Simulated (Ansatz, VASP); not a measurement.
**SnO2 in VASP and in Ansatz**

File POSCAR:

```
SnO2
1.0
    4.7605761372      0.0000000000      0.0000000000
    0.0000000000      4.7605761372      0.0000000000
    0.0000000000      0.0000000000      3.2000777157
Sn O
2 4
Direct
    0.0000000000      0.0000000000      0.0000000000
    0.5000000000      0.5000000000      0.5000000000
    0.3058781046      0.3058781046      0.0000000000
    0.1941218954      0.8058781046      0.5000000000
    0.8058781046      0.1941218954      0.5000000000
    0.6941218954      0.6941218954      0.0000000000
```

INCAR.step1

```
PREC = Accurate
ENCUT = 520
ISMEAR = 0
SIGMA = 0.01
LREAL = F
LASPH = T
NELM = 100
NBANDS = 35
GGA = PE
ALGO = Normal
EDIFF = 1E-4
LWAVE = T
LCHARG = F
```

Contents of INCAR.step2:

```
PREC = Accurate
ENCUT = 520
EDIFF = 1E-6
ISMEAR = 0
SIGMA = 0.01
LREAL = F
LASPH = T
NELM = 100
ALGO = Normal
ISIF = 2
LWAVE = F
LCHARG = F
METAGGA = R2SCAN
LMIXTAU = T
NBANDS = 35
ISTART = 1
```

KPOINTS

```
Automatic mesh
0
Gamma
  6 6 8
```

Input for Ansatz:

```yaml
crystal:
  lattice:
    - [4.7605761372, 0.0, 0.0]
    - [0.0, 4.7605761372, 0.0]
    - [0.0, 0.0, 3.2000777157]
  atoms:
    - { symbol: Sn, position: [0.0, 0.0, 0.0] }
    - { symbol: Sn, position: [0.5, 0.5, 0.5] }
    - { symbol: O, position: [0.3058781046, 0.3058781046, 0.0] }
    - { symbol: O, position: [0.1941218954, 0.8058781046, 0.5] }
    - { symbol: O, position: [0.8058781046, 0.1941218954, 0.5] }
    - { symbol: O, position: [0.6941218954, 0.6941218954, 0.0] }
kpoints:
  mp_grid: { grid: [6, 6, 8] }
  band_path:
    path:
      - [0.0, 0.0, 0.0]
      - [0.0, 0.5, 0.0]
      - [0.5, 0.5, 0.0]
      - [0.0, 0.0, 0.5]
      - [0.0, 0.5, 0.5]
      - [0.5, 0.5, 0.5]
    npoints: 1
hamiltonian:
  xc: r2scan
scf:
  occupations: { method: fixed }
  n_extra_bands: 5
output:
  forces: true
  stress: true
  eigenvalues: true
  write_density: true
  write_potential: true
  elf: true
  volumetric_format: npy
```

Alike in both runs: task single point; functional r2SCAN; k mesh 6 × 6 × 8; no spin polarisation.

```csv
,VASP,Ansatz
version,VASP 6.6.1,Ansatz 0.2.0
potentials or method,"VASP PAW PBE potentials, release 64 (Sn_d, O)","plane waves, PAW"
plane-wave cutoff (eV),520,500
occupations,"gaussian, width 0.01 eV",fixed
valence electrons in the cell,52,52
```

```csv
,VASP,Ansatz,Ansatz less VASP
gap on the k mesh at the Fermi level (eV),1.79,1.77,-0.026
pressure (GPa),1.1,0.0,-1.09
"traceless stress, the component that is largest in VASP (GPa)",0.39,0.05,-0.339
rms of the force components (eV/Å),0.011,0.002,-0.0093
```

VASP's potentials were made for PBE, not for r2SCAN. Atom by atom the forces differ by 0.013 eV/Å (rms over components).
